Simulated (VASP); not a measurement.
# Ag (P6_3/mmc) in VASP: further runs

Runs on Ag. Level: LDA. Tasks: electric field gradients.

Program: VASP 6.6.1. These are calculated values, not measurements. Logs are shortened: lines on timing, memory, paths and dates and some standing lists are left out, and cuts for length are marked.

### 1 The cell of the first run

The structure is hexagonal, space group P6_3/mmc (No. 194). Conventional cell: a = 2.886 Å, b = 2.886 Å, c = 9.900 Å, α = 90.00°, β = 90.00°, γ = 120.00°. Within 3.8 Å of Ag (site symmetry -6m2) lie 12 Ag at 2.89 to 2.98 Å. Within 3.8 Å of Ag (site symmetry -3m) lie 12 Ag at 2.89 to 2.98 Å.

This isn't the form of Ag at room conditions, which is fcc.

### 2 Electric field gradients, LDA (zz strain of -1 %)

File INCAR:

```
PREC = Accurate
ENCUT = 520
EDIFF = 1E-8
ISMEAR = -1
SIGMA = 0.08
LREAL = False
LASPH = True
NELM = 60
ALGO = Normal
ISIF = 2
LWAVE = False
LCHARG = False
GGA = CA
LEFG = True
NBANDS = 30
```

File KPOINTS:

```
regular mesh
0
Gamma
  14 14 4
```

File POSCAR:

```
Ag
1.0
    2.8861989086      0.0000000000      0.0000000000
   -1.4430994543      2.4995215753      0.0000000000
    0.0000000000      0.0000000000      9.9000000000
Ag
4
Direct
    0.3333333333      0.6666666667      0.2500000000
    0.6666666667      0.3333333333      0.7500000000
    0.0000000000      0.0000000000      0.0000000000
    0.0000000000      0.0000000000      0.5000000000
```

Potentials or basis: VASP PAW LDA potentials, release 64 (Ag).

The run is started by

```console
$ cat potpaw_LDA.64/Ag/POTCAR > POTCAR
$ mpirun -np 1 vasp_std > vasp.out
```

OUTCAR:

```text
PREC = Accurate
   ENCUT = 520
   EDIFF = 1E-8
   ISMEAR = -1
   LREAL = False
   LASPH = True
   NELM = 60
   ISIF = 2
   GGA = CA

 ion  position               nearest neighbor table
   1  0.333  0.667  0.250-   3 2.98   4 2.98   3 2.98   4 2.98   3 2.98   4 2.98
   2  0.667  0.333  0.750-   3 2.98   4 2.98   3 2.98   4 2.98   3 2.98   4 2.98
   3  0.000  0.000  0.000-   1 2.98   2 2.98   2 2.98   1 2.98   2 2.98   1 2.98
   4  0.000  0.000  0.500-   1 2.98   2 2.98   2 2.98   1 2.98   2 2.98   1 2.98

  LATTYP: Found a hexagonal cell.
 ALAT       =     2.8861989086
 C/A-ratio  =     3.4301170202

  Lattice vectors:

 A1 = (   2.8861989086,   0.0000000000,   0.0000000000)
 A2 = (  -1.4430994543,   2.4995215753,   0.0000000000)
 A3 = (   0.0000000000,   0.0000000000,   9.9000000000)

Analysis of symmetry for initial positions (statically):
=====================================================================
 Subroutine PRICEL returns:
 Original cell was already a primitive cell.

 Routine SETGRP: Setting up the symmetry group for a
 hexagonal supercell.

 Subroutine GETGRP returns: Found 24 space group operations
 (whereof 12 operations were pure point group operations)
 out of a pool of 24 trial point group operations.

The static configuration has the point symmetry D_3d.
 The point group associated with its full space group is D_6h.

Analysis of symmetry for dynamics (positions and initial velocities):
=====================================================================
 Subroutine PRICEL returns:
 Original cell was already a primitive cell.

 Routine SETGRP: Setting up the symmetry group for a
 hexagonal supercell.

 Subroutine GETGRP returns: Found 24 space group operations
 (whereof 12 operations were pure point group operations)
 out of a pool of 24 trial point group operations.

The dynamic configuration has the point symmetry D_3d.
 The point group associated with its full space group is D_6h.

 Subroutine INISYM returns: Found 24 space group operations
 (whereof 12 operations are pure point group operations),
 and found     1 'primitive' translations

----------------------------------------------------------------------------------------

                                     Primitive cell

  volume of cell :      71.4198

  direct lattice vectors                    reciprocal lattice vectors
     2.886198909  0.000000000  0.000000000     0.346476467  0.200038281  0.000000000
    -1.443099454  2.499521575  0.000000000     0.000000000  0.400076563  0.000000000
     0.000000000  0.000000000  9.900000000     0.000000000  0.000000000  0.101010101

  length of vectors
     2.886198909  2.886198909  9.900000000     0.400076563  0.400076563  0.101010101

  position of ions in fractional coordinates (direct lattice)
     0.333333333  0.666666667  0.250000000
     0.666666667  0.333333333  0.750000000
     0.000000000  0.000000000  0.000000000
     0.000000000  0.000000000  0.500000000

  ion indices of the primitive-cell ions
   primitive index   ion index
                 1           1
                 2           2
                 3           3
                 4           4

----------------------------------------------------------------------------------------

 KPOINTS: regular mesh

Automatic generation of k-mesh.
 Grid dimensions read from file:
 generate k-points for:   14   14    4

 Generating k-lattice:

  Cartesian coordinates                     Fractional coordinates (reciprocal lattice)
     0.024748319  0.014288449  0.000000000     0.071428571 -0.000000000  0.000000000
     0.000000000  0.028576897  0.000000000     0.000000000  0.071428571  0.000000000
     0.000000000  0.000000000  0.025252525     0.000000000  0.000000000  0.250000000

  Length of vectors
     0.028576897  0.028576897  0.025252525

  Shift w.r.t. Gamma in fractional coordinates (k-lattice)
     0.000000000  0.000000000  0.000000000

 Subroutine IBZKPT returns following result:
 ===========================================

 Found     72 irreducible k-points:

 Following reciprocal coordinates:
            Coordinates               Weight
  0.000000  0.000000  0.000000      1.000000
  0.071429  0.000000  0.000000      6.000000
  0.142857  0.000000  0.000000      6.000000
  0.214286 -0.000000  0.000000      6.000000
  0.285714 -0.000000  0.000000      6.000000
  0.357143 -0.000000  0.000000      6.000000
[... 16 lines left out ...]
  0.285714  0.285714  0.000000      6.000000
  0.357143  0.285714  0.000000      6.000000
 [... further k-points ...]
   k-points           NKPTS =     72   k-points in BZ     NKDIM =     72   number of bands    NBANDS=     30
   number of dos      NEDOS =    301   number of ions     NIONS =      4
   total plane-waves  NPLWV =  46080
   dimension x,y,z NGX =    24 NGY =   24 NGZ =   80
   dimension x,y,z NGXF=    48 NGYF=   48 NGZF=  160
   ions per type =               4
   NGX,Y,Z   is equivalent  to a cutoff of  13.82, 13.82, 13.43 a.u.
   NGXF,Y,Z  is equivalent  to a cutoff of  27.65, 27.65, 26.87 a.u.
 SYSTEM =  unknown system
   PREC   = accura    normal or accurate (medium, high low for compatibility)
   ISTART =      0    job   : 0-new  1-cont  2-samecut
   ICHARG =      2    charge: 1-file 2-atom 10-const
   ISPIN  =      1    spin polarized calculation?
   LNONCOLLINEAR =      F non collinear calculations
   LSORBIT =      F    spin-orbit coupling
   LASPH  =      T    aspherical Exc in radial PAW
   ENCUT  =  520.0 eV  38.22 Ry    6.18 a.u.   5.37  5.37 18.41*2*pi/ulx,y,z
   NELM   =     60;   NELMIN=  2; NELMDL= -5     # of ELM steps
   EDIFF  = 0.1E-07   stopping-criterion for ELM
   LREAL  =      F    real-space projection
   EDIFFG = 0.1E-06   stopping-criterion for IOM
   NSW    =      0    number of steps for IOM
   IBRION =     -1    ionic relax: 0-MD 1-quasi-New 2-CG
   NFREE  =      0    steps in history (QN), initial steepest desc. (CG)
   ISIF   =      2    stress and relaxation
   ISYM   =      2    0-nonsym 1-usesym 2-fastsym
   POTIM  = 0.5000    time-step for ionic-motion
   TEBEG  =    0.0;   TEEND  =   0.0 temperature during run
   PSTRESS=    0.0 pullay stress
   NELECT =      44.0000    total number of electrons
   NUPDOWN=      -1.0000    fix difference up-down
   EMIN   =  10.00;   EMAX   =-10.00  energy-range for DOS
   EFERMI =   0.00;   METHOD = LEGACY
   ISMEAR =    -1;   SIGMA  =   0.08  broadening in eV -4-tet -1-fermi 0-gaus
   EFERMI_NEDOS =   21; number of points for ismear=-14 and -15
   IALGO  =     38    algorithm
   IMIX   =      4    mixing-type and parameters
     AMIX     =   0.40;   BMIX     =  1.00
     AMIX_MAG =   1.60;   BMIX_MAG =  1.00
  volume/ion in A,a.u.               =      17.85       120.49
  Fermi-wavevector in a.u.,A,eV,Ry     =   1.393006  2.632399 26.401633  1.940465
  Thomas-Fermi vector in A             =   2.516694
   LORBIT       =      0    0 simple, 1 ext, 2 COOP (PROOUT), +10 PAW based schemes
   GGA     = CA    functional components
   LHFCALC =     F    Hartree Fock is set to
   AEXX    =    0.0000 exact exchange contribution
   IVDW    =     0    specifies the selected vdW correction
   LEPSILON=     F    determine dielectric tensor
   LRPA    =     F    only Hartree local field effects (RPA)
 non-spin polarized calculation
  energy-cutoff  :      520.00
  volume of cell :       71.42
 maximum number of plane-waves:      1981
 NGX is ok and might be reduce to    24
   NGX = 11   NGY = 11   NGZ = 37

 number of electron      44.0000009 magnetization

 Free energy of the ion-electron system (eV)
  ---------------------------------------------------
  ext. energy  EPLUGINS =         0.00000000
  ---------------------------------------------------
  free energy    TOTEN  =       -14.82338398 eV

  energy without entropy =      -14.79481269  energy(sigma->0) =      -14.80909833

 E-fermi :   7.4713     XC(G=0): -12.3117

 val. band max:        7.4522882931   @ k =   0.3571   0.1429   0.5000
 cond. band min:       7.4874751038   @ k =   0.2143   0.0714   0.5000
 fundamental gap:      0.0351868107
 Fermi energy:         7.4713267315

 k-point     1 :       0.0000    0.0000    0.0000
  band No.  band energies     occupation
      1       0.0185      2.00000
      2       1.2344      2.00000
      3       1.2380      2.00000
      4       1.3416      2.00000
      5       2.7100      2.00000
      6       2.9196      2.00000
[... 22 lines left out ...]
     29      23.2598      0.00000
     30      24.2343      0.00000

 k-point     2 :       0.0714    0.0000    0.0000
  band No.  band energies     occupation
      1       0.1614      2.00000
      2       1.3617      2.00000
      3       1.3641      2.00000
      4       1.4330      2.00000
      5       2.7321      2.00000
      6       2.8320      2.00000
[... 22 lines left out ...]
     29      23.2183      0.00000
     30      23.6987      0.00000

 k-point     3 :       0.1429    0.0000    0.0000
  band No.  band energies     occupation
      1       0.5684      2.00000
      2       1.6486      2.00000
      3       1.6928      2.00000
      4       1.7099      2.00000
      5       2.5714      2.00000
      6       2.6900      2.00000
[... 22 lines left out ...]
     29      22.1940      0.00000
     30      22.2212      0.00000

 k-point     4 :       0.2143   -0.0000    0.0000
  band No.  band energies     occupation
      1       1.1400      2.00000
      2       1.8117      2.00000
      3       1.9509      2.00000
      4       2.0382      2.00000
      5       2.3596      2.00000
      6       2.4454      2.00000
[... 616 lines left out ...]
     29      15.4601      0.00000
     30      15.9508      0.00000

 k-point    23 :       0.2857    0.2857    0.0000
  band No.  band energies     occupation
      1       2.0363      2.00000
      2       2.0493      2.00000
      3       2.0845      2.00000
      4       2.3194      2.00000
      5       2.4139      2.00000
      6       2.5233      2.00000
[... 22 lines left out ...]
     29      14.0969      0.00000
     30      14.9103      0.00000

 k-point    24 :       0.3571    0.2857    0.0000
  band No.  band energies     occupation
      1       2.0278      2.00000
      2       2.1341      2.00000
      3       2.2427      2.00000
      4       2.3055      2.00000
      5       2.3480      2.00000
      6       2.4451      2.00000
[... 22 lines left out ...]
     29      14.0166      0.00000
     30      16.2535      0.00000

 [... further k-points ...]
[... 5 lines left out ...]
  --------------------------------------------------------------------------------------
  -------------------------------------------------------------------------------------
  Total       -4.1785726     -4.1785726     -5.6735298      0.0000000      0.0000000      0.0000000
  in kB      -93.7389732    -93.7389732   -127.2757256      0.0000000      0.0000000      0.0000000
  external PRESSURE =    -104.9178907 kB  Pullay stress =       0.0000000 kB

 VOLUME and BASIS-vectors are now :
 -----------------------------------------------------------------------------
  energy-cutoff  :      520.00
  volume of cell :       71.42
      direct lattice vectors                 reciprocal lattice vectors
     2.886198909  0.000000000  0.000000000     0.346476467  0.200038281  0.000000000
    -1.443099454  2.499521575  0.000000000     0.000000000  0.400076563  0.000000000
     0.000000000  0.000000000  9.900000000     0.000000000  0.000000000  0.101010101

 POSITION                                       TOTAL-FORCE (eV/Angst)
 -----------------------------------------------------------------------------------
     -0.00000      1.66635      2.47500        -0.000000      0.000000      0.000000
      1.44310      0.83317      7.42500         0.000000     -0.000000     -0.000000
      0.00000      0.00000      0.00000         0.000000      0.000000      0.000000
      0.00000      0.00000      4.95000         0.000000      0.000000      0.000000
 -----------------------------------------------------------------------------------
    total drift:                               -0.000000      0.000000     -0.000000

  FREE ENERGIE OF THE ION-ELECTRON SYSTEM (eV)
  ---------------------------------------------------
  free  energy   TOTEN  =       -14.8233839808 eV

  energy  without entropy=      -14.7948126888  energy(sigma->0) =      -14.80909833

 Electric field gradients (V/A^2)
---------------------------------------------------------------------
 ion       V_xx      V_yy      V_zz      V_xy      V_xz      V_yz
---------------------------------------------------------------------
   1      -5.036    -5.036    10.072    -0.000     0.000     0.000
   2      -5.036    -5.036    10.072    -0.000     0.000    -0.000
   3      -4.371    -4.372     8.743    -0.000     0.000    -0.000
   4      -4.371    -4.372     8.743    -0.000    -0.000     0.000
---------------------------------------------------------------------

 Electric field gradients after diagonalization (V/A^2)
 (convention: |V_zz| > |V_xx| > |V_yy|)
----------------------------------------------------------------------
 ion       V_xx      V_yy      V_zz     asymmetry (V_yy - V_xx)/ V_zz
----------------------------------------------------------------------
   1      -5.037    -5.036    10.072       0.000
   2      -5.037    -5.036    10.072       0.000
   3      -4.372    -4.371     8.743       0.000
   4      -4.372    -4.371     8.743       0.000
----------------------------------------------------------------------

           NMR quadrupolar parameters

 Cq : quadrupolar parameter    Cq=e*Q*V_zz/h
 eta: asymmetry parameters     (V_yy - V_xx)/ V_zz
 Q  : nuclear electric quadrupole moment in mb (millibarn)
----------------------------------------------------------------------
 ion       Cq(MHz)       eta       Q (mb)
----------------------------------------------------------------------
   1       0.024       0.000       1.000
   2       0.024       0.000       1.000
   3       0.021       0.000       1.000
   4       0.021       0.000       1.000
----------------------------------------------------------------------
```

It took 51 s on 1 thread of Intel Xeon 6975P-C (Granite Rapids), shared host; peak memory 0.24 GiB.

What came out:

```
Free energy                             : -14.8234 eV
Pressure                                : -10.5 GPa
Band gap on the k mesh                  : zero (bands 22 and 23 overlap by 5.99 eV)
Largest electric field gradient by atom : Ag +10.1, +8.7 (each value once) V/Å²
```

Electric field gradients, principal values (V/Å²):
```tsv
atom	least	middle	greatest (by size)
1 Ag	-5.036	-5.037	10.072
2 Ag	-5.036	-5.037	10.072
3 Ag	-4.371	-4.372	8.743
4 Ag	-4.371	-4.372	8.743
```

Caveat: the cell differs from its parent crystal (zz strain of -1 %); the cell stands under tension; without QUAD_EFG the Cq values of the log hold for a quadrupole moment of 1 mb, not for the nuclei.

(Part 1 of 2 ends here.)

The gap in the log of VASP goes by the Fermi energy; the results here count the filled bands.